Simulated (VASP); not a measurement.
Runs of VASP 6.6.1 on GaAs. The structure is cubic, space group F-43m (No. 216). The conventional cell has a = 5.666 Å, b = 5.666 Å, c = 5.666 Å, α = 90.00°, β = 90.00°, γ = 90.00°. Within 3.2 Å of Ga (site symmetry -43m) lie 4 As at 2.45 Å. As (site symmetry -43m) has 4 Ga at 2.45 Å within 3.2 Å. 

```csv
level,share of exact exchange,screening parameter,gap on the mesh (eV),pressure (GPa)
PBE-based screened hybrid with 50 % exact exchange,0.5,0.2078 1/Å,2.49,(b)
HSE06,0.25,0.2079 1/Å,1.41,0.8
PBE-based screened hybrid with 35 % exact exchange,0.35,0.1 1/Å,2.30,-0.6
PBE-based screened hybrid with 75 % exact exchange,0.75,0.5 1/Å,2.12,(a)
PBE-based screened hybrid with 20 % exact exchange,0.2,0.2078 1/Å,(c),1.3
```

Alike in all rows: task single point; potentials or basis VASP PAW PBE potentials, release 64 (Ga_d, As); no spin polarisation; cell as given; k mesh 4 × 4 × 4; cutoff (eV) 520; smearing gaussian 0.01 eV.

Task: Estimate the missing entries.

Result: (a) -1.0; (b) -1.5; (c) 1.21.

Caveats: all runs use coarse meshes; the PAW data sets were made with another functional, which shifts forces and pressure a little.

A k mesh can miss the band edges, and the runs leave out spin-orbit coupling on As, Ga.
